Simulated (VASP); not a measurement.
Se, 3 atoms in the cell. The structure is trigonal, space group P3_121 (No. 152). Conventional cell: a = 4.138 Å, b = 4.138 Å, c = 4.955 Å, α = 90.00°, β = 90.00°, γ = 120.00°. Within 3.1 Å of Se (site symmetry 2) lie 2 Se at 2.34 Å.  This cell differs from its parent crystal: atoms shifted along a free coordinate, c/a of the conventional cell at fixed volume 1.1974.

* Program: VASP 6.6.1
* Task: single point
* Functional: PBE
* Dispersion: D3(BJ)
* Potentials or basis: VASP PAW PBE potentials, release 64 (Se)
* Cutoff: 520 eV
* k mesh: 9 × 9 × 8
* Occupations: gaussian, width 0.05 eV
* Spin: no spin polarisation
* Dipole correction: no
* Further INCAR settings: ALGO = Normal; EDIFF = 1e-06; NBANDS = 16

Potentials or basis: VASP PAW PBE potentials, release 64 (Se).

Command:

```console
$ cat potpaw_PBE.64/Se/POTCAR > POTCAR
$ mpirun -np 1 vasp_std > vasp.out
```

Hardware: 1 thread of Intel Xeon 8259CL, on a shared host.

How long does it take, and how much memory?

It took 120 s on 1 thread of Intel Xeon 8259CL, with other jobs on the host, peak memory 0.24 GiB. Counts: scf iterations 12, k points 81.
